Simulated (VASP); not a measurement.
A run of VASP 6.6.1 is set up as follows.

Contents of INCAR:

```
ALGO = Normal
EDIFF = 1E-6
ENCUT = 520
GGA = PE
ISIF = 2
ISMEAR = 0
LASPH = True
LCHARG = True
LELF = True
LREAL = False
LVHAR = True
LWAVE = False
NBANDS = 61
NELM = 100
PREC = Accurate
SIGMA = 0.1
```

Contents of KPOINTS:

```
k-points
0
Gamma
  4 4 1
```

Contents of POSCAR:

```
AlGa5Sb6
1.0
    4.3982387000      0.0000000000      0.0000000000
    0.0000000000      4.3982387000      0.0000000000
    0.0000000000      0.0000000000     18.6313789000
Al Ga Sb
1 5 6
Direct
    0.0000000000      0.0000000000      0.0000000000
    0.0000000000      0.0000000000      0.6665620000
    0.5000000000      0.5000000000      0.8330260000
    0.5000000000      0.5000000000      0.1669740000
    0.0000000000      0.0000000000      0.3334380000
    0.5000000000      0.5000000000      0.5000000000
    0.5000000000      0.0000000000      0.7498030000
    0.0000000000      0.5000000000      0.9165410000
    0.5000000000      0.0000000000      0.0834590000
    0.0000000000      0.5000000000      0.2501970000
    0.5000000000      0.0000000000      0.4167210000
    0.0000000000      0.5000000000      0.5832790000
```

Potentials or basis: VASP PAW PBE potentials, release 64 (Al, Ga_d, Sb).

Run with:

```bash
$ cat potpaw_PBE.64/Al/POTCAR potpaw_PBE.64/Ga_d/POTCAR potpaw_PBE.64/Sb/POTCAR > POTCAR
$ mpirun -np 1 vasp_std > vasp.out
```

Problem. Estimate the largest force.

Solution. 0.015 eV/Å.

Problem. What does it give for the pressure?

Solution. 0.4 GPa.

Stress tensor (GPa, compression positive):
```
 0.70  0.00  0.00
 0.00  0.70  0.00
 0.00  0.00 -0.23
```
